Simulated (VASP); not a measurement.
Wanted: the native input for a VASP 6.6.1 run.

- Task: single point
- Functional: PBE
- Potentials or basis: VASP PAW PBE potentials, release 64 (Pd, Ir)
- Cutoff: 520 eV
- k mesh: 20 × 20 × 20
- Occupations: gaussian, width 0.1 eV
- Spin: no spin polarisation
- Dipole correction: no
- Further INCAR settings: ALGO = Fast; EDIFF = 1e-06; NBANDS = 22

The structure of IrPd2 lies in POSCAR:

```
IrPd2
1.0
   -1.6618415438      1.6618415438      4.1187532487
    1.6618415438     -1.6618415438      4.1187532487
    1.6618415438      1.6618415438     -4.1187532487
Pd Ir
2 1
Direct
    0.6632957529      0.6632957529      0.0000000000
    0.3367042471      0.3367042471      0.0000000000
    0.0000000000      0.0000000000      0.0000000000
```

These files were run (other wordings do the same):

INCAR

```
SYSTEM = IrPd2
ALGO = Fast ; EDIFF = 1E-6
ENCUT = 520 ; GGA = PE
ISIF = 2 ; ISMEAR = 0
LASPH = .True. ; LCHARG = .False.
LREAL = .False. ; LWAVE = .False.
NBANDS = 22 ; NELM = 60
PREC = Accurate ; SIGMA = 0.1
```

KPOINTS

```
k-points
0
Gamma
  20 20 20
  0 0 0
```

Potentials or basis: VASP PAW PBE potentials, release 64 (Pd, Ir).

Launch:

```console
$ cat potpaw_PBE.64/Pd/POTCAR potpaw_PBE.64/Ir/POTCAR > POTCAR
$ mpirun -np 1 vasp_std > vasp.out
```

It gave:

- Pressure: -0.2 GPa
- Band gap on the k mesh: zero (an odd number of electrons rules out a gap without spin polarisation)

Caveat: spin-orbit coupling is left out, which moves the levels of the heavy elements.

Run time: 23 min on 1 thread of Intel Xeon 8259CL (shared host), peak memory 0.72 GiB.
